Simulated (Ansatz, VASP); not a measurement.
**Two plane-wave programs on ZnSe**

The input INCAR:

```
  PREC = Accurate
  ENCUT = 520
  EDIFF = 1E-7
  ISMEAR = 0
  SIGMA = 0.05
  LREAL = F
  LASPH = T
  NELM = 80
  ALGO = Normal
  ISIF = 2
  LWAVE = F
  LCHARG = F
  GGA = PE
  NBANDS = 16
```

Contents of KPOINTS:

```
regular mesh
0
Gamma
  8 8 8
```

File POSCAR:

```
ZnSe
1.0
    0.0000000000      2.8659201414      2.8659201414
    2.8659201414      0.0000000000      2.8659201414
    2.8659201414      2.8659201414      0.0000000000
Zn Se
1 1
Direct
    0.0000000000      0.0000000000      0.0000000000
    0.7500000000      0.7500000000      0.7500000000
```

Input for Ansatz:

```yaml
crystal:
  lattice:
    - [0.0, 2.8659201414, 2.8659201414]
    - [2.8659201414, 0.0, 2.8659201414]
    - [2.8659201414, 2.8659201414, 0.0]
  atoms:
    - { symbol: Zn, position: [0.0, 0.0, 0.0] }
    - { symbol: Se, position: [0.75, 0.75, 0.75] }
basis:
  ecutwfc: 420
kpoints:
  mp_grid: { grid: [8, 8, 8] }
hamiltonian:
  xc: pbe
scf:
  occupations: { method: gaussian, width: 0.05 }
output:
  forces: true
  stress: true
  eigenvalues: true
```

Alike in both runs: task single point; functional PBE; k mesh 8 × 8 × 8; occupations gaussian, width 0.05 eV; no spin polarisation.

```csv
,VASP,Ansatz
version,VASP 6.6.1,Ansatz 0.2.0
potentials or method,"VASP PAW PBE potentials, release 64 (Zn, Se), cutoff 520 eV","scalar-relativistic, plane waves, PAW"
valence electrons in the cell,18,28
```

```csv
,VASP,Ansatz,Ansatz less VASP
gap on the k mesh at the Fermi level (eV),1.16,1.15,-0.001
least direct gap on the mesh (eV),1.16,1.15,-0.001
pressure (GPa),0.2,0.0,-0.20
```

With one functional, cell and mesh, what is left measures potentials, basis and numerics. VASP's potentials hold 18 valence electrons a cell and Ansatz's 28, so a difference there can come from the potentials and not from the codes.
